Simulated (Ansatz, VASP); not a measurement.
Two plane-wave programs on InSb

```
In Sb
1.0
     6.63322    0.00000    0.00000
     0.00000   -6.63322    0.00000
     0.00000    0.00000   -6.63322
In Sb
4 4
Direct
  0.00000 0.50000 0.50000
  0.50000 0.00000 0.50000
  0.50000 0.50000 0.00000
  0.00000 0.00000 0.00000
  0.25000 0.25000 0.25000
  0.75000 0.75000 0.25000
  0.75000 0.25000 0.75000
  0.25000 0.75000 0.75000
```

Alike in both runs: functional PBE; k mesh 6 × 6 × 6; occupations gaussian, width 0.1 eV; no spin polarisation.

Ansatz relaxed the structure, and its values are those at the end. VASP's run is a single point on that final structure, the one shown.

|  | VASP | Ansatz |
| --- | --- | --- |
| version | VASP 6.6.1 | Ansatz 0.2.0 |
| potentials or method | VASP PAW PBE potentials, release 64 (In_d, Sb), cutoff 520 eV | scalar-relativistic, plane waves, PAW |
| valence electrons in the cell | 72 | 112 |

|  | VASP | Ansatz | Ansatz less VASP |
| --- | --- | --- | --- |
| gap on the k mesh at the Fermi level (eV) | none | none | - |
| pressure (GPa) | 0.0 | 0.0 | +0.02 |

A gap of «none» marks a metal or a gap that the smearing closes. With one functional, cell and mesh, what is left measures potentials, basis and numerics. VASP's potentials hold 72 valence electrons a cell and Ansatz's 112, so a difference there can come from the potentials and not from the codes.

Spin-orbit coupling is off throughout.
